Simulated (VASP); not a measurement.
# WC (P1) in VASP: a series of runs

The runs below take WC through single point, with PBE.

All numbers are computed with VASP 6.6.1; they aren't measurements. Logs are shortened: lines on timing, memory, paths and dates and some standing lists are left out, and cuts for length are marked.

### Step 1. The cell of the first run

The typed cell holds 16 atoms: a = 5.799 Å, b = 5.022 Å, c = 5.655 Å, α = 90.00°, β = 90.00°, γ = 90.00°.

### Step 2. Single point, PBE

INCAR

```
ALGO     = Normal         # electronic algorithm
EDIFF    = 1E-7           # SCF threshold, eV
ENCUT    = 520            # plane-wave cutoff, eV
GGA      = PE             # functional
ISIF     = 2              # what is computed and relaxed
ISMEAR   = -1             # smearing method
LASPH    = True           # aspherical terms in the spheres
LCHARG   = True           # write CHGCAR
LELF     = True           # ELF
LREAL    = Auto         
LVHAR    = True         
LWAVE    = False          # write WAVECAR
NBANDS   = 86             # bands
NELM     = 80             # most SCF steps
PREC     = Accurate       # precision mode
SIGMA    = 0.3            # smearing width, eV
```

KPOINTS

```
k-points
0
Gamma
  3 3 3
```

POSCAR

```
WC
1.0
   -2.8994000000     -5.0219080000      0.0000000000
    4.3491000000     -2.5109540000      0.0000000000
    0.0000000000      0.0000000000      5.6546000000
W C
8 8
Direct
    0.6776951429      0.5086820946      0.0423018427
    0.6898343892      0.5135558686      0.5207795423
    0.4345844481      0.0158732034      0.0294273689
    0.4684678222      0.0187568931      0.5320093375
    0.1939205492      0.5376637098      0.0195946663
    0.1861653998      0.5224685476      0.4951013334
   -0.0537485226      0.0082917232      0.0259611644
   -0.0378255625      0.0525921602      0.5287199802
    0.4512968464      0.6913821426      0.2904007357
    0.4183406473      0.6349904286      0.7806564567
    0.1874281698      0.1933340773      0.2553496269
    0.2183495688      0.2099475155      0.7701517349
   -0.0760648048      0.6911677600      0.2652176989
   -0.0630096303      0.6892713154      0.7766773954
    0.6752324060      0.2015747713      0.2674459732
    0.7199355480      0.1776416104      0.7586743536
```

Potentials or basis: VASP PAW PBE potentials, release 64 (W_sv, C).

Command:

```bash
$ cat potpaw_PBE.64/W_sv/POTCAR potpaw_PBE.64/C/POTCAR > POTCAR
$ mpirun -np 1 vasp_std > vasp.out
```

OUTCAR:

```text
EDIFF = 1E-7
   ENCUT = 520
   GGA = PE
   ISIF = 2
   ISMEAR = -1
   LASPH = True
   LREAL = Auto
   NELM = 80
   PREC = Accurate

 ion  position               nearest neighbor table
   1  0.678  0.509  0.042-  15 2.00  13 2.11   9 2.13  10 2.20  14 2.31  16 2.32   2 2.71   5 2.81
                             3 2.85   3 2.91   2 2.95   7 2.95   7 2.96   5 3.00
   2  0.690  0.514  0.521-   9 2.10  15 2.12  16 2.16  13 2.17  14 2.22  10 2.24   1 2.71   4 2.80
                             8 2.80   4 2.84   6 2.88   6 2.92   1 2.95   8 3.13
   3  0.435  0.016  0.029-  11 2.12  15 2.15  12 2.16   9 2.20  10 2.38  16 2.40   5 2.78   4 2.82
                             7 2.83   4 2.85   1 2.85   1 2.91   7 2.97   5 2.97
   4  0.468  0.019  0.532-  16 2.10  15 2.13   9 2.14  12 2.20  10 2.40  11 2.42   2 2.80   3 2.82
                             2 2.84   3 2.85   8 2.87   8 2.94   6 2.99   6 3.02
   5  0.194  0.538  0.020-  10 1.94  14 2.16  12 2.17  11 2.18  13 2.23   9 2.27   6 2.69   7 2.77
                             3 2.78   1 2.81   6 2.97   3 2.97   1 3.00   7 3.02
   6  0.186  0.522  0.495-   9 2.10  11 2.14  13 2.17  10 2.18  12 2.22  14 2.31   5 2.69   8 2.70
                             2 2.88   2 2.92   5 2.97   8 2.97   4 2.99   4 3.02
   7  0.946  0.008  0.026-  13 2.09  11 2.12  14 2.13  16 2.17  15 2.30  12 2.37   5 2.77   8 2.82
                             3 2.83   8 2.85   1 2.95   1 2.96   3 2.97   5 3.02
   8  0.962  0.053  0.529-  16 2.01  11 2.14  12 2.17  14 2.31  15 2.35  13 2.36   6 2.70   2 2.80
                             7 2.82   7 2.85   4 2.87   4 2.94   6 2.97   2 3.13
   9  0.451  0.691  0.290-   2 2.10   6 2.10   1 2.13   4 2.14   3 2.20   5 2.27
  10  0.418  0.635  0.781-   5 1.94   6 2.18   1 2.20   2 2.24   3 2.38   4 2.40
  11  0.187  0.193  0.255-   3 2.12   7 2.12   6 2.14   8 2.14   5 2.18   4 2.42
  12  0.218  0.210  0.770-   3 2.16   8 2.17   5 2.17   4 2.20   6 2.22   7 2.37
  13  0.924  0.691  0.265-   7 2.09   1 2.11   6 2.17   2 2.17   5 2.23   8 2.36
  14  0.937  0.689  0.777-   7 2.13   5 2.16   2 2.22   8 2.31   6 2.31   1 2.31
  15  0.675  0.202  0.267-   1 2.00   2 2.12   4 2.13   3 2.15   7 2.30   8 2.35
  16  0.720  0.178  0.759-   8 2.01   4 2.10   2 2.16   7 2.17   1 2.32   3 2.40

  LATTYP: Found a simple orthorhombic cell.
 ALAT       =     5.0219080836
 B/A-ratio  =     1.1259863593
 C/A-ratio  =     1.1547005256

  Lattice vectors:

 A1 = (   4.3491000000,  -2.5109540000,   0.0000000000)
 A2 = (   0.0000000000,   0.0000000000,   5.6546000000)
 A3 = (  -2.8994000000,  -5.0219080000,   0.0000000000)

Analysis of symmetry for initial positions (statically):
=====================================================================
 Subroutine PRICEL returns:
 Original cell was already a primitive cell.

 Routine SETGRP: Setting up the symmetry group for a
 simple orthorhombic supercell.

 Subroutine GETGRP returns: Found  1 space group operations
 (whereof  1 operations were pure point group operations)
 out of a pool of  8 trial point group operations.

The static configuration has the point symmetry C_1 .

Analysis of symmetry for dynamics (positions and initial velocities):
=====================================================================
 Subroutine PRICEL returns:
 Original cell was already a primitive cell.

 Routine SETGRP: Setting up the symmetry group for a
 simple orthorhombic supercell.

 Subroutine GETGRP returns: Found  1 space group operations
 (whereof  1 operations were pure point group operations)
 out of a pool of  8 trial point group operations.

The dynamic configuration has the point symmetry C_1 .

 Subroutine INISYM returns: Found  1 space group operations
 (whereof  1 operations are pure point group operations),
 and found     1 'primitive' translations

----------------------------------------------------------------------------------------

                                     Primitive cell

  volume of cell :     164.6678

  direct lattice vectors                    reciprocal lattice vectors
    -2.899400000 -5.021908000  0.000000000    -0.086224736 -0.149345627  0.000000000
     4.349100000 -2.510954000  0.000000000     0.172449472 -0.099563751  0.000000000
     0.000000000  0.000000000  5.654600000     0.000000000  0.000000000  0.176847169

  length of vectors
     5.798799903  5.021908084  5.654600000     0.172449475  0.199127500  0.176847169

  position of ions in fractional coordinates (direct lattice)
     0.677695143  0.508682095  0.042301843
     0.689834389  0.513555869  0.520779542
     0.434584448  0.015873203  0.029427369
     0.468467822  0.018756893  0.532009337
     0.193920549  0.537663710  0.019594666
     0.186165400  0.522468548  0.495101333
[... 8 lines left out ...]
     0.675232406  0.201574771  0.267445973
     0.719935548  0.177641610  0.758674354

  ion indices of the primitive-cell ions
   primitive index   ion index
                 1           1
                 2           2
                 3           3
                 4           4
                 5           5
                 6           6
[... 8 lines left out ...]
                15          15
                16          16

----------------------------------------------------------------------------------------

 KPOINTS: k-points

Automatic generation of k-mesh.
 Grid dimensions read from file:
 generate k-points for:    3    3    3

 Generating k-lattice:

  Cartesian coordinates                     Fractional coordinates (reciprocal lattice)
    -0.028741579 -0.049781876  0.000000000     0.333333333  0.000000000  0.000000000
     0.057483157 -0.033187917  0.000000000     0.000000000  0.333333333  0.000000000
     0.000000000  0.000000000  0.058949056     0.000000000  0.000000000  0.333333333

  Length of vectors
     0.057483158  0.066375833  0.058949056

  Shift w.r.t. Gamma in fractional coordinates (k-lattice)
     0.000000000  0.000000000  0.000000000

 Subroutine IBZKPT returns following result:
 ===========================================

 Found     14 irreducible k-points:

 Following reciprocal coordinates:
            Coordinates               Weight
  0.000000  0.000000  0.000000      1.000000
  0.333333  0.000000  0.000000      2.000000
  0.000000  0.333333  0.000000      2.000000
  0.333333  0.333333  0.000000      2.000000
 -0.333333  0.333333  0.000000      2.000000
  0.000000  0.000000  0.333333      2.000000
  0.333333  0.000000  0.333333      2.000000
 -0.333333  0.000000  0.333333      2.000000
  0.000000  0.333333  0.333333      2.000000
  0.000000  0.333333 -0.333333      2.000000
  0.333333  0.333333  0.333333      2.000000
 -0.333333  0.333333 -0.333333      2.000000
 -0.333333 -0.333333  0.333333      2.000000
  0.333333 -0.333333 -0.333333      2.000000
   k-points           NKPTS =     14   k-points in BZ     NKDIM =     14   number of bands    NBANDS=     86
   number of dos      NEDOS =    301   number of ions     NIONS =     16
   total plane-waves  NPLWV =  80640
   dimension x,y,z NGX =    48 NGY =   40 NGZ =   42
   dimension x,y,z NGXF=    96 NGYF=   80 NGZF=   84
   ions per type =               8   8
   NGX,Y,Z   is equivalent  to a cutoff of  13.76, 13.24, 12.35 a.u.
   NGXF,Y,Z  is equivalent  to a cutoff of  27.52, 26.48, 24.70 a.u.
 SYSTEM =  unknown system
   PREC   = accura    normal or accurate (medium, high low for compatibility)
   ISTART =      0    job   : 0-new  1-cont  2-samecut
   ICHARG =      2    charge: 1-file 2-atom 10-const
   ISPIN  =      1    spin polarized calculation?
   LNONCOLLINEAR =      F non collinear calculations
   LSORBIT =      F    spin-orbit coupling
   LASPH  =      T    aspherical Exc in radial PAW
   ENCUT  =  520.0 eV  38.22 Ry    6.18 a.u.  10.78  9.34 10.51*2*pi/ulx,y,z
   NELM   =     80;   NELMIN=  2; NELMDL= -5     # of ELM steps
   EDIFF  = 0.1E-06   stopping-criterion for ELM
   LREAL  =      T    real-space projection
   EDIFFG = 0.1E-05   stopping-criterion for IOM
   NSW    =      0    number of steps for IOM
   IBRION =     -1    ionic relax: 0-MD 1-quasi-New 2-CG
   NFREE  =      0    steps in history (QN), initial steepest desc. (CG)
   ISIF   =      2    stress and relaxation
   ISYM   =      2    0-nonsym 1-usesym 2-fastsym
   POTIM  = 0.5000    time-step for ionic-motion
   TEBEG  =    0.0;   TEEND  =   0.0 temperature during run
   PSTRESS=    0.0 pullay stress
   NELECT =     144.0000    total number of electrons
   NUPDOWN=      -1.0000    fix difference up-down
   EMIN   =  10.00;   EMAX   =-10.00  energy-range for DOS
   EFERMI =   0.00;   METHOD = LEGACY
   ISMEAR =    -1;   SIGMA  =   0.30  broadening in eV -4-tet -1-fermi 0-gaus
   EFERMI_NEDOS =   21; number of points for ismear=-14 and -15
   IALGO  =     38    algorithm
   IMIX   =      4    mixing-type and parameters
     AMIX     =   0.40;   BMIX     =  1.00
     AMIX_MAG =   1.60;   BMIX_MAG =  1.00
  volume/ion in A,a.u.               =      10.29        69.45
  Fermi-wavevector in a.u.,A,eV,Ry     =   1.565523  2.958409 33.345998  2.450862
  Thomas-Fermi vector in A             =   2.667986
   LORBIT       =      0    0 simple, 1 ext, 2 COOP (PROOUT), +10 PAW based schemes
   GGA     = PE    functional components
   LHFCALC =     F    Hartree Fock is set to
   AEXX    =    0.0000 exact exchange contribution
   IVDW    =     0    specifies the selected vdW correction
   LEPSILON=     F    determine dielectric tensor
   LRPA    =     F    only Hartree local field effects (RPA)
 non-spin polarized calculation
  energy-cutoff  :      520.00
  volume of cell :      164.67
 maximum number of plane-waves:      4461
 NGX is ok and might be reduce to    48
   NGX = 21   NGY = 19   NGZ = 21

 number of electron     144.0000001 magnetization

 Free energy of the ion-electron system (eV)
  ---------------------------------------------------
  ext. energy  EPLUGINS =         0.00000000
  ---------------------------------------------------
  free energy    TOTEN  =      -176.23211427 eV

  energy without entropy =     -175.14357549  energy(sigma->0) =     -175.68784488

 E-fermi :  11.4868     XC(G=0): -13.8264

 val. band max:       11.4340873638   @ k =   0.3333   0.0000   0.3333
 cond. band min:      11.4992153251   @ k =   0.0000   0.0000   0.0000
 fundamental gap:      0.0651279612
 Fermi energy:        11.4868080162

 k-point     1 :       0.0000    0.0000    0.0000
  band No.  band energies     occupation
      1     -62.7317      2.00000
      2     -62.7065      2.00000
      3     -62.6735      2.00000
      4     -62.6572      2.00000
      5     -62.6449      2.00000
      6     -62.6164      2.00000
[... 76 lines left out ...]
     83      15.4792      0.00000
     84      15.5546      0.00000

 k-point     2 :       0.3333    0.0000    0.0000
  band No.  band energies     occupation
      1     -62.7220      2.00000
      2     -62.7065      2.00000
      3     -62.6825      2.00000
      4     -62.6561      2.00000
      5     -62.6435      2.00000
      6     -62.6203      2.00000
[... 1033 lines left out ...]
     83      15.0470      0.00001
     84      15.3591      0.00000

 k-point    14 :       0.3333   -0.3333   -0.3333
  band No.  band energies     occupation
      1     -62.7080      2.00000
      2     -62.7012      2.00000
      3     -62.6763      2.00000
      4     -62.6529      2.00000
      5     -62.6435      2.00000
      6     -62.6324      2.00000
[... 76 lines left out ...]
     83      15.2011      0.00001
     84      15.3576      0.00000
 [bands above 84 left out]

------------------------ aborting loop because EDIFF is reached ----------------------------------------

  FORCE on cell =-STRESS in cart. coord.  units (eV):
  Direction    XX          YY          ZZ          XY          YZ          ZX
  --------------------------------------------------------------------------------------
  -------------------------------------------------------------------------------------
  Total       17.9606104     20.4975809     20.3076998     -0.9567306      3.6430580     -0.2916012
  in kB      174.7523008    199.4363971    197.5889012     -9.3087520     35.4460538     -2.8372073
  external PRESSURE =     190.5925330 kB  Pullay stress =       0.0000000 kB

 VOLUME and BASIS-vectors are now :
 -----------------------------------------------------------------------------
  energy-cutoff  :      520.00
  volume of cell :      164.67
      direct lattice vectors                 reciprocal lattice vectors
    -2.899400000 -5.021908000  0.000000000    -0.086224736 -0.149345627  0.000000000
     4.349100000 -2.510954000  0.000000000     0.172449472 -0.099563751  0.000000000
     0.000000000  0.000000000  5.654600000     0.000000000  0.000000000  0.176847169

 POSITION                                       TOTAL-FORCE (eV/Angst)
 -----------------------------------------------------------------------------------
      0.24740     -4.68060      0.23920         0.603559     -2.449208     -4.836376
      0.23340     -4.75380      2.94480         0.971018     -1.060405      2.618292
     -1.19100     -2.22230      0.16640        -0.594262     -1.653082     -1.323261
     -1.27670     -2.39970      3.00830         1.441722      2.707465     -0.512167
      1.77610     -2.32390      0.11080        -1.386058      3.866365      0.793890
      1.73250     -2.24680      2.79960         0.509180     -0.728143      4.841275
[... 8 lines left out ...]
     -1.08110     -3.89710      1.51230        -2.764821     -0.239578      1.103125
     -1.31480     -4.06150      4.29000         1.686997      1.379189      2.521177
 -----------------------------------------------------------------------------------
    total drift:                               -0.015317      0.004437      0.001264

  FREE ENERGIE OF THE ION-ELECTRON SYSTEM (eV)
  ---------------------------------------------------
  free  energy   TOTEN  =      -176.2321142714 eV

  energy  without entropy=     -175.1435754948  energy(sigma->0) =     -175.68784488
```

Wall time 3.4 min (1 thread of Intel Xeon 6975P-C (Granite Rapids), shared host); peak memory 0.33 GiB.

What came out:

- Free energy: -176.2321 eV
- Pressure: 19.1 GPa
- Largest force: 5.845 eV/Å
- Band gap on the k mesh: zero (band 72 reaches 11.50 eV, above the bottom of band 73 at 11.40 eV)

Forces on the atoms (eV/Å):
```
W    0.604 -2.449 -4.836
W    0.971 -1.060  2.618
W   -0.594 -1.653 -1.323
W    1.442  2.707 -0.512
W   -1.386  3.866  0.794
W    0.509 -0.728  4.841
W    2.603 -0.305 -0.926
W   -3.512  2.962 -1.542
C    0.747  0.852 -1.642
C    1.352 -5.222 -2.251
C   -0.259 -0.636  1.029
C   -0.798  1.950 -0.191
C   -0.242 -1.292  1.060
C   -0.359 -0.132 -0.743
C   -2.765 -0.240  1.103
C    1.687  1.379  2.521
```

Levels at points of the mesh, in eV from the Fermi level:
```csv
k point,band 70,band 71,band 72,band 73,band 74,band 75
"(0.00, 0.00, 0.00)",-0.56,-0.35,0.01,0.05,0.85,1.01
```

Caveat: the k points lie up to 0.42 Å⁻¹ apart; spin-orbit coupling is left out, which moves the levels of the heavy elements; forces of over 1 eV/Å act on the atoms, so gaps and moduli don't describe the material at rest.

### Step 3. Single point, PBE

INCAR

```
SYSTEM = WC
ALGO = Normal
EDIFF = 1E-7
ENCUT = 520
GGA = PE
ISIF = 2
ISMEAR = -1
LASPH = .True.
LCHARG = .False.
LREAL = Auto
LWAVE = .False.
NBANDS = 86
NELM = 100
PREC = Accurate
SIGMA = 0.3
```

KPOINTS

```
k-points
0
Gamma
  3 3 3
  0 0 0
```

POSCAR

```
WC
1.0
   -2.8994000000     -5.0219080000      0.0000000000
    4.3491000000     -2.5109540000      0.0000000000
    0.0000000000      0.0000000000      5.6546000000
W C
8 8
Direct
    0.7134448753      0.4896328140      0.0114066424
    0.7030404169      0.4669921098      0.5252891451
    0.4621311157     -0.0170373280      0.0459272097
    0.4588351181      0.0078743974      0.5271106710
    0.1948948501      0.4758175550      0.0431683939
    0.2119616579      0.5263529537      0.5328051498
   -0.0289392342     -0.0397338336      0.0318855445
   -0.0538536570     -0.0393284342      0.5266508683
    0.4835765738      0.6907824419      0.3130902274
    0.4185157952      0.6228517846      0.8020195947
    0.1957406668      0.1627303326      0.3023025501
    0.2239597185      0.1601363059      0.7810808899
   -0.0882000671      0.6408849476      0.2663848902
   -0.0648254060      0.6220931268      0.7329430906
    0.7402349065      0.1420609064      0.2640328228
    0.6884025990      0.1143810204      0.8001273300
```

Potentials or basis: VASP PAW PBE potentials, release 64 (W_sv, C).

Command:

```bash
$ cat potpaw_PBE.64/W_sv/POTCAR potpaw_PBE.64/C/POTCAR > POTCAR
$ mpirun -np 1 vasp_std > vasp.out
```

It took 3 min on 1 thread of Intel Xeon 6975P-C (Granite Rapids), shared host; peak memory 0.33 GiB.

It converged, with:

- Free energy: -174.2560 eV
- Pressure: 22.6 GPa
- Largest force: 6.222 eV/Å
- Band gap on the k mesh: zero (band 72 reaches 11.64 eV, above the bottom of band 73 at 11.43 eV)

Forces in eV/Å, atoms in the order of the input:
```
W   -0.814  3.890  1.206
W    0.472  1.260 -0.961
W    0.490  1.203 -1.623
W   -0.542  1.307  2.421
W   -0.511 -0.213 -0.740
W   -4.680  3.804 -1.526
W    3.027 -0.037 -1.586
W    2.672 -2.628  0.761
C   -1.583  2.907 -2.838
C    0.167 -4.886 -0.080
C   -0.602 -0.834 -1.388
C    0.337  2.104  0.668
C   -1.313 -4.222  1.344
C    0.534 -2.092  5.232
C    2.222  1.711  0.931
C    0.126 -3.275 -1.820
```

Stress tensor (GPa, compression positive):
```
19.93  0.46 -1.08
 0.46 24.90 -2.69
-1.08 -2.69 22.89
```

Levels at points of the mesh, in eV from the Fermi level:
```csv
k point,band 69,band 70,band 71,band 72,band 73,band 74,band 75,band 76
"(0.00, 0.00, 0.00)",-0.93,-0.61,-0.44,0.13,0.32,0.86,1.14,1.56
```

Caveat: the k points lie up to 0.42 Å⁻¹ apart; spin-orbit coupling is left out, which moves the levels of the heavy elements; forces of over 1 eV/Å act on the atoms, so gaps and moduli don't describe the material at rest.
